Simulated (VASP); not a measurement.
Set up this calculation in VASP 6.6.1, as the native input.

```
Task                   : single point
Functional             : PBE
Potentials or basis    : VASP PAW PBE potentials, release 64 (Zn, Se)
Cutoff                 : 520 eV
k mesh                 : 8 × 8 × 8
Occupations            : fermi-dirac, width 0.03 eV
Spin                   : no spin polarisation
Dipole correction      : no
Further INCAR settings : ALGO = Normal; EDIFF = 1e-06; NBANDS = 16
```

The structure of ZnSe lies in POSCAR:

```
ZnSe
1.0
    0.0000000000      2.8621380000      2.8338000000
    2.8621380000      0.0000000000      2.8338000000
    2.8621380000      2.8621380000      0.0000000000
Zn Se
1 1
Direct
    0.0000000000      0.0000000000      0.0000000000
    0.7500000000      0.7500000000      0.7500000000
```

This cell differs from its parent crystal: equal xx and yy strain of +1 %.

The input as run:

INCAR

```
SYSTEM = ZnSe
PREC = Accurate
ENCUT = 520
EDIFF = 1E-6
ISMEAR = -1
SIGMA = 0.03
LREAL = .FALSE.
LASPH = .TRUE.
NELM = 100
ALGO = Normal
ISIF = 2
LWAVE = .FALSE.
LCHARG = .FALSE.
GGA = PE
NBANDS = 16
```

KPOINTS

```
Automatic mesh
0
G
  8 8 8
  0 0 0
```

Potentials or basis: VASP PAW PBE potentials, release 64 (Zn, Se).

Run with:

```sh
$ cat potpaw_PBE.64/Zn/POTCAR potpaw_PBE.64/Se/POTCAR > POTCAR
$ mpirun -np 1 vasp_std > vasp.out
```

It gave:

```yaml
Pressure: 1.1 GPa
Band_gap_on_the_k_mesh: 1.19 eV, direct
```

Caveat: the cell differs from its parent crystal (equal xx and yy strain of +1 %).

Wall time 26 s on 1 thread of Intel(R) Xeon(R) 6975P-C (Granite Rapids), with other jobs on the host, peak memory 0.18 GiB.
